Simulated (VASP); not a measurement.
A run of VASP 6.6.1 is set up as follows.

The input INCAR:

```
PREC = Accurate
ENCUT = 600
EDIFF = 1E-7
ISMEAR = 0
SIGMA = 0.1
LREAL = F
LASPH = T
NELM = 60
ALGO = Normal
ISIF = 3
LWAVE = F
LCHARG = F
GGA = PS
IBRION = 2
NSW = 70
EDIFFG = -0.008
PSTRESS = -20.0
```

KPOINTS

```
Automatic mesh
0
Gamma
  18 18 8
```

POSCAR

```
Ta2C
1.0
    3.1151397523      0.0000000000      0.0000000000
   -1.5575698761      2.6977901618      0.0000000000
    0.0000000000      0.0000000000      4.9526215232
Ta C
2 1
Direct
    0.3333333333      0.6666666667      0.2528761941
    0.6666666667      0.3333333333      0.7471238059
    0.0000000000      0.0000000000      0.0000000000
```

Potentials or basis: VASP PAW PBE potentials, release 64 (Ta_pv, C).

Command:

```bash
$ cat potpaw_PBE.64/Ta_pv/POTCAR potpaw_PBE.64/C/POTCAR > POTCAR
$ mpirun -np 1 vasp_std > vasp.out
```

(1) What does it give for the space group after relaxing (to 0.1 Å)?

(2) What does it give for the relaxed cell?

(3) What does it give for the band gap on the k mesh?

(4) Estimate the relaxed volume.

Answers

(1) P-3m1 (No. 164).

(2) a = 3.105 Å, b = 3.105 Å, c = 4.934 Å, α = 90.00°, β = 90.00°, γ = 120.00°.

(3) zero (bands 13 and 14 overlap by 0.79 eV).

(4) 13.73 Å³/atom.

Caveat: the cell is relaxed towards a set pressure, so the run minimises the enthalpy, not the energy; the PAW data sets were made with another functional, which shifts forces and pressure a little; spin-orbit coupling is left out, which moves the levels of the heavy elements.
